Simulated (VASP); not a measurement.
A run of VASP 6.6.1 is set up as follows.

Contents of INCAR:

```
  ALGO = Normal
  DIPOL = 0.5 0.5 0.295
  EDIFF = 1E-6
  ENCUT = 520
  GGA = PE
  IDIPOL = 3
  ISIF = 2
  ISMEAR = 0
  LASPH = True
  LCHARG = False
  LDIPOL = True
  LREAL = False
  LWAVE = False
  NBANDS = 74
  NELM = 60
  PREC = Accurate
  SIGMA = 0.1
```

The input KPOINTS:

```
k-points
0
Gamma
  5 5 1
```

Contents of POSCAR:

```
HPt6
1.0
    5.6143281343      0.0000000000      0.0000000000
    0.0000000000      5.6143281343      0.0000000000
    0.0000000000      0.0000000000     21.8513792319
Pt H
12 2
Direct
    0.2500000000      0.2500000000      0.1830548066
    0.2500000000      0.7500000000      0.1830548066
    0.7500000000      0.2500000000      0.1830548066
    0.7500000000      0.7500000000      0.1830548066
    0.0000000000      0.0000000000      0.2712126041
    0.0000000000      0.5000000000      0.2712126041
    0.5000000000      0.0000000000      0.2712126041
    0.5000000000      0.5000000000      0.2712126041
    0.2500000000      0.2500000000      0.3593081768
    0.2500000000      0.7500000000      0.3593081768
    0.7500000000      0.2500000000      0.3593081768
    0.7500000000      0.7500000000      0.3593081768
   -0.1051773224      0.0000000000      0.4384793806
    0.1051773224      0.0000000000      0.4384793806
```

Potentials or basis: VASP PAW PBE potentials, release 64 (Pt, H).

The run is started by

```console
$ cat potpaw_PBE.64/Pt/POTCAR potpaw_PBE.64/H/POTCAR > POTCAR
$ mpirun -np 1 vasp_std > vasp.out
```

**Question.** Estimate the band gap on the k mesh.

**Answer.** Zero (bands 61 and 62 overlap by 0.29 eV).

**Question.** What does it give for the largest force?

**Answer.** 1.763 eV/Å.

Forces on the atoms (eV/Å):
```
Pt   0.020  0.038 -0.011
Pt   0.020 -0.038 -0.011
Pt  -0.020  0.038 -0.011
Pt  -0.020 -0.038 -0.011
Pt   0.000  0.000 -0.195
Pt   0.000  0.000 -0.090
Pt   0.000  0.000 -0.156
Pt   0.000  0.000 -0.051
Pt  -0.077 -0.117  0.491
Pt  -0.077  0.117  0.491
Pt   0.077 -0.117  0.491
Pt   0.077  0.117  0.491
H    1.611  0.000 -0.715
H   -1.611  0.000 -0.715
```

Caveat: spin-orbit coupling is left out, which moves the levels of the heavy elements.
